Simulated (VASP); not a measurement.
Write the native input for VASP 6.6.1 that does the following.

```
Task                   : single point
Functional             : PBE
Potentials or basis    : VASP PAW PBE potentials, release 64 (Cd)
Cutoff                 : 520 eV
k mesh                 : 18 × 18 × 8
Occupations            : gaussian, width 0.15 eV
Spin                   : no spin polarisation
Dipole correction      : no
Further INCAR settings : ALGO = Fast; EDIFF = 1e-06; NBANDS = 19
```

The structure of Cd lies in POSCAR:

```
Cd
1.0
    2.9788725081      0.0000000000      0.0000000000
   -1.4894362540      2.5797792666      0.0000000000
    0.0000000000      0.0000000000      5.6176500000
Cd
2
Direct
    0.3914778428      0.7829556856      0.2500000000
    0.6666666667      0.3333333333      0.7500000000
```

This cell differs from its parent crystal: atom 1 (Cd) moved by (+0.300, +0.000) A along y and z.

The input as run:

INCAR

```
ALGO = Fast
EDIFF = 1E-6
ENCUT = 520
GGA = PE
ISIF = 2
ISMEAR = 0
LASPH = True
LCHARG = False
LREAL = False
LWAVE = False
NBANDS = 19
NELM = 80
PREC = Accurate
SIGMA = 0.15
```

KPOINTS

```
k-points
0
Gamma
  18 18 8
```

Potentials or basis: VASP PAW PBE potentials, release 64 (Cd).

The run is started by

```bash
$ cat potpaw_PBE.64/Cd/POTCAR > POTCAR
$ mpirun -np 1 vasp_std > vasp.out
```

It gave:

```json
{
 "Pressure": "3.6 GPa",
 "Largest force": "0.110 eV/Å",
 "Band gap on the k mesh": "zero (bands 12 and 13 overlap by 4.71 eV)"
}
```

Caveat: the cell differs from its parent crystal (atom 1 (Cd) moved by (+0.300, +0.000) A along y and z); the cell stands under pressure.

Wall time 5.2 min on 1 thread of Intel Xeon 8259CL (shared host), peak memory 0.4 GiB.
